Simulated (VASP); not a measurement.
A run of VASP 6.6.1:

The input INCAR:

```
PREC = Accurate ; ENCUT = 520
EDIFF = 1E-6 ; ISMEAR = 0
SIGMA = 0.1 ; LREAL = False
LASPH = True ; NELM = 80
ALGO = Normal ; ISIF = 2
LWAVE = False ; LCHARG = True
GGA = PE ; LELF = True
LVHAR = True ; NBANDS = 20
```

Contents of KPOINTS:

```
regular mesh
0
Gamma
  4 4 4
```

POSCAR

```
Si2Sb2Se
1.0
    3.8384601650     -3.8375529668      0.0000000000
    3.8384601650      3.8375529668      0.0000000000
    0.0000000000      0.0000000000      4.9009336565
Si Sb Se
2 2 1
Direct
    0.0000000000      0.0000000000      0.0000000000
    0.5000000000      0.5000000000      0.0000000000
    0.0000000000      0.5000000000      0.0000000000
    0.5000000000      0.0000000000      0.0000000000
    0.5000000000      0.5000000000      0.5000000000
```

Potentials or basis: VASP PAW PBE potentials, release 64 (Si, Sb, Se).

Command:

```sh
$ cat potpaw_PBE.64/Si/POTCAR potpaw_PBE.64/Sb/POTCAR potpaw_PBE.64/Se/POTCAR > POTCAR
$ mpirun -np 1 vasp_std > vasp.out
```

Hardware: 1 thread of Intel(R) Xeon(R) Platinum 8375C CPU @ 2.90GHz (Ice Lake), with other jobs on the host.

Problem. How long does it take, and how much memory?

Solution. Wall time 42 s on 1 thread of Intel(R) Xeon(R) Platinum 8375C CPU @ 2.90GHz (Ice Lake) (shared host), peak memory 0.26 GiB. Counts: scf iterations 14, k points 21.
